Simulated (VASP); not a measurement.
# Pd (Im-3m) in VASP: a series of runs

Pd is run at these levels: r2SCAN; tasks: single point.

All numbers are computed with VASP 6.6.1; they aren't measurements. Logs are shortened: lines on timing, memory, paths and dates and some standing lists are left out, and cuts for length are marked.

## (1) The cell of the first run

The structure is cubic, space group Im-3m (No. 229). The conventional cell has a = 2.979 Å, b = 2.979 Å, c = 2.979 Å, α = 90.00°, β = 90.00°, γ = 90.00°. Pd (site symmetry m-3m) has 14 Pd at 2.58 to 2.98 Å within 3.4 Å.

## (2) Single point, r2SCAN, collinear spin, antiferromagnetic start (volume scaled by 0.88)

POSCAR

```
Pd
1.0
    2.9793378432      0.0000000000      0.0000000000
    0.0000000000      2.9793378432      0.0000000000
    0.0000000000      0.0000000000      2.9793378432
Pd
2
Direct
    0.0000000000      0.0000000000      0.0000000000
    0.5000000000      0.5000000000      0.5000000000
```

INCAR.step1

```
SYSTEM = Pd
ALGO     = Normal         ! electronic algorithm
EDIFF    = 1E-4           ! SCF threshold, eV
ENCUT    = 520            ! plane-wave cutoff, eV
GGA      = PE             ! functional
ISMEAR   = -1             ! smearing method
ISPIN    = 2              ! spin polarisation
LASPH    = .TRUE.         ! aspherical terms in the spheres
LCHARG   = .FALSE.        ! write CHGCAR
LMAXMIX  = 4              ! l up to which the mixer works
LREAL    = .FALSE.        ! projectors in reciprocal space
LWAVE    = .TRUE.         ! write WAVECAR
MAGMOM   = 0.5 -0.5       ! initial moments
NBANDS   = 21             ! bands
NELM     = 150            ! most SCF steps
PREC     = Accurate       ! precision mode
SIGMA    = 0.05           ! smearing width, eV
```

INCAR.step2

```
SYSTEM = Pd
ALGO     = Normal         ! electronic algorithm
EDIFF    = 1E-7           ! SCF threshold, eV
ENCUT    = 520            ! plane-wave cutoff, eV
ISIF     = 2              ! what is computed and relaxed
ISMEAR   = -1             ! smearing method
ISPIN    = 2              ! spin polarisation
ISTART   = 1            
LASPH    = .TRUE.         ! aspherical terms in the spheres
LCHARG   = .FALSE.        ! write CHGCAR
LMAXMIX  = 4              ! l up to which the mixer works
LMIXTAU  = .TRUE.       
LORBIT   = 11             ! projections on sites
LREAL    = .FALSE.        ! projectors in reciprocal space
LWAVE    = .FALSE.        ! write WAVECAR
MAGMOM   = 0.5 -0.5       ! initial moments
METAGGA  = R2SCAN         ! meta-GGA
NBANDS   = 21             ! bands
NELM     = 150            ! most SCF steps
PREC     = Accurate       ! precision mode
SIGMA    = 0.05           ! smearing width, eV
```

KPOINTS

```
k-points
0
G
  11 11 11
  0 0 0
```

Potentials or basis: VASP PAW PBE potentials, release 64 (Pd).

Launch:

```sh
$ cat potpaw_PBE.64/Pd/POTCAR > POTCAR
$ cp INCAR.step1 INCAR
$ mpirun -np 1 vasp_std > vasp.out
$ cp INCAR.step2 INCAR
$ mpirun -np 1 vasp_std > vasp.out
```

OUTCAR:

```text
SYSTEM = Pd
   EDIFF = 1E-7
   ENCUT = 520
   ISIF = 2
   ISMEAR = -1
   ISPIN = 2
   ISTART = 1
   LASPH = .TRUE.
   LORBIT = 11
   LREAL = .FALSE.
   METAGGA = R2SCAN
   NELM = 150
   PREC = Accurate

 ion  position               nearest neighbor table
   1  0.000  0.000  0.000-   2 2.58   2 2.58   2 2.58   2 2.58   2 2.58   2 2.58   2 2.58   2 2.58

   2  0.500  0.500  0.500-   1 2.58   1 2.58   1 2.58   1 2.58   1 2.58   1 2.58   1 2.58   1 2.58

  LATTYP: Found a simple cubic cell.
 ALAT       =     2.9793378432

  Lattice vectors:

 A1 = (   2.9793378432,   0.0000000000,   0.0000000000)
 A2 = (   0.0000000000,   2.9793378432,   0.0000000000)
 A3 = (   0.0000000000,   0.0000000000,   2.9793378432)

Analysis of symmetry for initial positions (statically):
=====================================================================
 Subroutine PRICEL returns following result:

  LATTYP: Found a body centered cubic cell.
 ALAT       =     2.9793378432

  Lattice vectors:

 A1 = (   1.4896689216,   1.4896689216,  -1.4896689216)
 A2 = (  -1.4896689216,   1.4896689216,   1.4896689216)
 A3 = (   1.4896689216,  -1.4896689216,   1.4896689216)

   2 primitive cells build up your supercell.

 Routine SETGRP: Setting up the symmetry group for a
 simple cubic supercell.

 Subroutine GETGRP returns: Found 48 space group operations
 (whereof 48 operations were pure point group operations)
 out of a pool of 48 trial point group operations.

The static configuration has the point symmetry O_h .

Analysis of symmetry for dynamics (positions and initial velocities):
=====================================================================
 Subroutine PRICEL returns following result:

  LATTYP: Found a body centered cubic cell.
 ALAT       =     2.9793378432

  Lattice vectors:

 A1 = (   1.4896689216,   1.4896689216,  -1.4896689216)
 A2 = (  -1.4896689216,   1.4896689216,   1.4896689216)
 A3 = (   1.4896689216,  -1.4896689216,   1.4896689216)

   2 primitive cells build up your supercell.

 Routine SETGRP: Setting up the symmetry group for a
 simple cubic supercell.

 Subroutine GETGRP returns: Found 48 space group operations
 (whereof 48 operations were pure point group operations)
 out of a pool of 48 trial point group operations.

The dynamic configuration has the point symmetry O_h .

Analysis of structural, dynamic, and magnetic symmetry:
=====================================================================
 Subroutine PRICEL returns following result:

  LATTYP: Found a body centered cubic cell.
 ALAT       =     2.9793378432

  Lattice vectors:

 A1 = (   1.4896689216,   1.4896689216,  -1.4896689216)
 A2 = (  -1.4896689216,   1.4896689216,   1.4896689216)
 A3 = (   1.4896689216,  -1.4896689216,   1.4896689216)

   2 primitive cells build up your supercell.

 Routine SETGRP: Setting up the symmetry group for a
 simple cubic supercell.

 Subroutine GETGRP returns: Found 48 space group operations
 (whereof 48 operations were pure point group operations)
 out of a pool of 48 trial point group operations.

The overall configuration has the point symmetry O_h .

 Subroutine INISYM returns: Found 48 space group operations
 (whereof 48 operations are pure point group operations),
 and found     2 'primitive' translations

----------------------------------------------------------------------------------------

                                     Primitive cell

  volume of cell :      13.2230

  direct lattice vectors                    reciprocal lattice vectors
     1.489668922  1.489668922 -1.489668922     0.335645050  0.335645050  0.000000000
    -1.489668922  1.489668922  1.489668922    -0.000000000  0.335645050  0.335645050
     1.489668922 -1.489668922  1.489668922     0.335645050  0.000000000  0.335645050

  length of vectors
     2.580182259  2.580182259  2.580182259     0.474673782  0.474673782  0.474673782

  position of ions in fractional coordinates (direct lattice)
     0.000000000  0.000000000  0.000000000

  ion indices of the primitive-cell ions
   primitive index   ion index
                 1           1

----------------------------------------------------------------------------------------

 KPOINTS: k-points

Automatic generation of k-mesh.
 Grid dimensions read from file:
 generate k-points for:   11   11   11

 Generating k-lattice:

  Cartesian coordinates                     Fractional coordinates (reciprocal lattice)
     0.030513186  0.000000000  0.000000000     0.090909091  0.000000000  0.000000000
     0.000000000  0.030513186  0.000000000     0.000000000  0.090909091  0.000000000
     0.000000000  0.000000000  0.030513186     0.000000000  0.000000000  0.090909091

  Length of vectors
     0.030513186  0.030513186  0.030513186

  Shift w.r.t. Gamma in fractional coordinates (k-lattice)
     0.000000000  0.000000000  0.000000000

 Subroutine IBZKPT returns following result:
 ===========================================

 Found     56 irreducible k-points:

 Following reciprocal coordinates:
            Coordinates               Weight
  0.000000  0.000000  0.000000      1.000000
  0.090909  0.000000  0.000000      6.000000
  0.181818  0.000000  0.000000      6.000000
  0.272727  0.000000  0.000000      6.000000
  0.363636  0.000000  0.000000      6.000000
  0.454545  0.000000  0.000000      6.000000
[... 16 lines left out ...]
  0.181818  0.090909  0.090909     24.000000
  0.272727  0.090909  0.090909     24.000000
 [... further k-points ...]
   k-points           NKPTS =     56   k-points in BZ     NKDIM =     56   number of bands    NBANDS=     21
   number of dos      NEDOS =    301   number of ions     NIONS =      2
   total plane-waves  NPLWV =  13824
   dimension x,y,z NGX =    24 NGY =   24 NGZ =   24
   dimension x,y,z NGXF=    48 NGYF=   48 NGZF=   48
   ions per type =               2
   NGX,Y,Z   is equivalent  to a cutoff of  13.39, 13.39, 13.39 a.u.
   NGXF,Y,Z  is equivalent  to a cutoff of  26.78, 26.78, 26.78 a.u.
 SYSTEM =  Pd
   PREC   = accura    normal or accurate (medium, high low for compatibility)
   ISTART =      1    job   : 0-new  1-cont  2-samecut
   ICHARG =      0    charge: 1-file 2-atom 10-const
   ISPIN  =      2    spin polarized calculation?
   LNONCOLLINEAR =      F non collinear calculations
   LSORBIT =      F    spin-orbit coupling
   LASPH  =      T    aspherical Exc in radial PAW
   ENCUT  =  520.0 eV  38.22 Ry    6.18 a.u.   5.54  5.54  5.54*2*pi/ulx,y,z
   NELM   =    150;   NELMIN=  2; NELMDL=  0     # of ELM steps
   EDIFF  = 0.1E-06   stopping-criterion for ELM
   LREAL  =      F    real-space projection
   EDIFFG = 0.1E-05   stopping-criterion for IOM
   NSW    =      0    number of steps for IOM
   IBRION =     -1    ionic relax: 0-MD 1-quasi-New 2-CG
   NFREE  =      0    steps in history (QN), initial steepest desc. (CG)
   ISIF   =      2    stress and relaxation
   ISYM   =      2    0-nonsym 1-usesym 2-fastsym
   POTIM  = 0.5000    time-step for ionic-motion
   TEBEG  =    0.0;   TEEND  =   0.0 temperature during run
   PSTRESS=    0.0 pullay stress
   NELECT =      20.0000    total number of electrons
   NUPDOWN=      -1.0000    fix difference up-down
   EMIN   =  10.00;   EMAX   =-10.00  energy-range for DOS
   EFERMI =   0.00;   METHOD = LEGACY
   ISMEAR =    -1;   SIGMA  =   0.05  broadening in eV -4-tet -1-fermi 0-gaus
   EFERMI_NEDOS =   21; number of points for ismear=-14 and -15
   IALGO  =     38    algorithm
   IMIX   =      4    mixing-type and parameters
     AMIX     =   0.40;   BMIX     =  1.00
     AMIX_MAG =   1.60;   BMIX_MAG =  1.00
  volume/ion in A,a.u.               =      13.22        89.23
  Fermi-wavevector in a.u.,A,eV,Ry     =   1.491529  2.818581 30.268326  2.224659
  Thomas-Fermi vector in A             =   2.604173
   LORBIT       =     11    0 simple, 1 ext, 2 COOP (PROOUT), +10 PAW based schemes
   METAGGA = R2SCAN    functional components
   LHFCALC =     F    Hartree Fock is set to
   AEXX    =    0.0000 exact exchange contribution
   IVDW    =     0    specifies the selected vdW correction
   LEPSILON=     F    determine dielectric tensor
   LRPA    =     F    only Hartree local field effects (RPA)
 spin polarized calculation
  energy-cutoff  :      520.00
  volume of cell :       26.45
 maximum number of plane-waves:       739
 NGX is ok and might be reduce to    24
   NGX = 11   NGY = 11   NGZ = 11

 number of electron      20.0000006 magnetization       0.0000000

 number of electron      20.0000006 magnetization      -0.0000000

 Free energy of the ion-electron system (eV)
  ---------------------------------------------------
  ext. energy  EPLUGINS =         0.00000000
  ---------------------------------------------------
  free energy    TOTEN  =       -45.47807649 eV

  energy without entropy =      -45.46251501  energy(sigma->0) =      -45.47029575

 E-fermi :  11.6001     XC(G=0): -14.9412

 val. band max:       11.5597069825   @ k =   0.3636   0.2727   0.0909
 cond. band min:      11.6315301997   @ k =   0.0909   0.0000   0.0000
 fundamental gap:      0.0718232171
 Fermi energy:        11.6000737406

 spin component 1

 k-point     1 :       0.0000    0.0000    0.0000
  band No.  band energies     occupation
      1       3.4800      1.00000
      2       5.0729      1.00000
      3       5.0729      1.00000
      4       7.9542      1.00000
      5       7.9542      1.00000
      6       7.9542      1.00000
[... 550 lines left out ...]
      5       7.7745      1.00000
      6       9.2370      1.00000
[... 13 lines left out ...]
     20      33.8515      0.00000
     21      33.8685      0.00000

 [... further k-points ...]

 spin component 2

 k-point     1 :       0.0000    0.0000    0.0000
  band No.  band energies     occupation
      1       3.4800      1.00000
      2       5.0729      1.00000
      3       5.0729      1.00000
      4       7.9542      1.00000
      5       7.9542      1.00000
      6       7.9542      1.00000
[... 550 lines left out ...]
      5       7.7745      1.00000
      6       9.2370      1.00000
[... 13 lines left out ...]
     20      33.8515      0.00000
     21      33.8685      0.00000

 [... further k-points ...]
[... 5 lines left out ...]
  --------------------------------------------------------------------------------------
  -------------------------------------------------------------------------------------
  Total        5.6615258      5.6615258      5.6615258     -0.0000000     -0.0000000     -0.0000000
  in kB      342.9926493    342.9926493    342.9926493     -0.0000000     -0.0000000     -0.0000000
  external PRESSURE =     342.9926493 kB  Pullay stress =       0.0000000 kB

 VOLUME and BASIS-vectors are now :
 -----------------------------------------------------------------------------
  energy-cutoff  :      520.00
  volume of cell :       26.45
      direct lattice vectors                 reciprocal lattice vectors
     2.979337843  0.000000000  0.000000000     0.335645050  0.000000000  0.000000000
     0.000000000  2.979337843  0.000000000     0.000000000  0.335645050  0.000000000
     0.000000000  0.000000000  2.979337843     0.000000000  0.000000000  0.335645050

 POSITION                                       TOTAL-FORCE (eV/Angst)
 -----------------------------------------------------------------------------------
      0.00000      0.00000      0.00000         0.000000      0.000000      0.000000
      1.48967      1.48967      1.48967        -0.000000     -0.000000     -0.000000
 -----------------------------------------------------------------------------------
    total drift:                                0.000000      0.000000     -0.000000

  FREE ENERGIE OF THE ION-ELECTRON SYSTEM (eV)
  ---------------------------------------------------
  free  energy   TOTEN  =       -45.4780764929 eV

  energy  without entropy=      -45.4625150079  energy(sigma->0) =      -45.47029575

 total charge

# of ion       s       p       d       tot
------------------------------------------
    1        0.570   0.570   8.607   9.746
    2        0.570   0.570   8.607   9.746
--------------------------------------------------
tot          1.140   1.139  17.214  19.493

 magnetization (x)

# of ion       s       p       d       tot
------------------------------------------
    1        0.000  -0.000  -0.000  -0.000
    2       -0.000   0.000   0.000   0.000
--------------------------------------------------
tot          0.000   0.000   0.000   0.000
```

Wall time 70 s (1 thread of Intel Xeon 6975P-C (Granite Rapids), shared host); peak memory 0.18 GiB.

What came out:

```
Free energy                                           : -45.4781 eV
Pressure                                              : 34.3 GPa
Band gap on the k mesh                                : zero (filled and empty bands overlap)
Net moment                                            : 0.00 μB per cell
Valence electrons inside the program's atomic spheres : Pd 9.75
```

Caveat: the PAW data sets were made with another functional, which shifts forces and pressure a little.

## (3) Single point, r2SCAN, collinear spin, antiferromagnetic start (volume scaled by 0.92)

POSCAR

```
Pd
1.0
    3.0238121290      0.0000000000      0.0000000000
    0.0000000000      3.0238121290      0.0000000000
    0.0000000000      0.0000000000      3.0238121290
Pd
2
Direct
    0.0000000000      0.0000000000      0.0000000000
    0.5000000000      0.5000000000      0.5000000000
```

INCAR.step1

```
SYSTEM = Pd
PREC = Accurate
ENCUT = 520
ISMEAR = -1
SIGMA = 0.05
LREAL = .False.
LASPH = .True.
NELM = 150
ISPIN = 2
MAGMOM = 0.5 -0.5
LMAXMIX = 4
NBANDS = 21
GGA = PE
ALGO = Normal
EDIFF = 1E-4
LWAVE = .True.
LCHARG = .False.
```

INCAR.step2

```
SYSTEM = Pd
PREC = Accurate
ENCUT = 520
EDIFF = 1E-7
ISMEAR = -1
SIGMA = 0.05
LREAL = .False.
LASPH = .True.
NELM = 150
ALGO = Normal
ISIF = 2
LWAVE = .False.
LCHARG = .False.
ISPIN = 2
MAGMOM = 0.5 -0.5
LORBIT = 11
LMAXMIX = 4
METAGGA = R2SCAN
LMIXTAU = .True.
NBANDS = 21
ISTART = 1
```

KPOINTS

```
regular mesh
0
Gamma
  11 11 11
  0 0 0
```

Potentials or basis: VASP PAW PBE potentials, release 64 (Pd).

Launch:

```sh
$ cat potpaw_PBE.64/Pd/POTCAR > POTCAR
$ cp INCAR.step1 INCAR
$ mpirun -np 1 vasp_std > vasp.out
$ cp INCAR.step2 INCAR
$ mpirun -np 1 vasp_std > vasp.out
```

OUTCAR:

```text
SYSTEM = Pd
   PREC = Accurate
   ENCUT = 520
   EDIFF = 1E-7
   ISMEAR = -1
   LREAL = .False.
   LASPH = .True.
   NELM = 150
   ISIF = 2
   ISPIN = 2
   LORBIT = 11
   METAGGA = R2SCAN
   ISTART = 1

 ion  position               nearest neighbor table
   1  0.000  0.000  0.000-   2 2.62   2 2.62   2 2.62   2 2.62   2 2.62   2 2.62   2 2.62   2 2.62

   2  0.500  0.500  0.500-   1 2.62   1 2.62   1 2.62   1 2.62   1 2.62   1 2.62   1 2.62   1 2.62

  LATTYP: Found a simple cubic cell.
 ALAT       =     3.0238121290

  Lattice vectors:

 A1 = (   3.0238121290,   0.0000000000,   0.0000000000)
 A2 = (   0.0000000000,   3.0238121290,   0.0000000000)
 A3 = (   0.0000000000,   0.0000000000,   3.0238121290)
[... 1397 lines left out ...]
 -----------------------------------------------------------------------------
  energy-cutoff  :      520.00
  volume of cell :       27.65
      direct lattice vectors                 reciprocal lattice vectors
     3.023812129  0.000000000  0.000000000     0.330708376  0.000000000  0.000000000
     0.000000000  3.023812129  0.000000000     0.000000000  0.330708376  0.000000000
     0.000000000  0.000000000  3.023812129     0.000000000  0.000000000  0.330708376

 POSITION                                       TOTAL-FORCE (eV/Angst)
 -----------------------------------------------------------------------------------
      0.00000      0.00000      0.00000        -0.000000     -0.000000     -0.000000
      1.51191      1.51191      1.51191         0.000000      0.000000      0.000000
 -----------------------------------------------------------------------------------
    total drift:                                0.000000      0.000000     -0.000000

  FREE ENERGIE OF THE ION-ELECTRON SYSTEM (eV)
  ---------------------------------------------------
  free  energy   TOTEN  =       -45.6804224679 eV

  energy  without entropy=      -45.6635013795  energy(sigma->0) =      -45.67196192

 total charge

# of ion       s       p       d       tot
------------------------------------------
    1        0.545   0.519   8.571   9.635
    2        0.545   0.519   8.571   9.635
--------------------------------------------------
tot          1.090   1.037  17.142  19.269

 magnetization (x)

# of ion       s       p       d       tot
------------------------------------------
    1        0.000   0.000  -0.000   0.000
    2       -0.000  -0.000   0.000  -0.000
--------------------------------------------------
tot          0.000   0.000   0.000   0.000
```

OUTCAR.step1:

```text
SYSTEM = Pd
   PREC = Accurate
   ENCUT = 520
   ISMEAR = -1
   LREAL = .False.
   LASPH = .True.
[... 1425 lines left out ...]
      0.00000      0.00000      0.00000         0.000000      0.000000      0.000000
      1.51191      1.51191      1.51191        -0.000000     -0.000000     -0.000000
 -----------------------------------------------------------------------------------
    total drift:                                0.000000      0.000000     -0.000000

  FREE ENERGIE OF THE ION-ELECTRON SYSTEM (eV)
  ---------------------------------------------------
  free  energy   TOTEN  =       -10.1456835973 eV

  energy  without entropy=      -10.1282161701  energy(sigma->0) =      -10.13694988
```

It took 70 s on 1 thread of Intel Xeon 6975P-C (Granite Rapids), shared host; peak memory 0.18 GiB.

Results:

```
Free energy                                           : -45.6804 eV
Pressure                                              : 20.1 GPa
Band gap on the k mesh                                : zero (filled and empty bands overlap)
Net moment                                            : 0.00 μB per cell
Valence electrons inside the program's atomic spheres : Pd 9.63
```

Caveat: the PAW data sets were made with another functional, which shifts forces and pressure a little.

(Continued in part 2 of 2.)
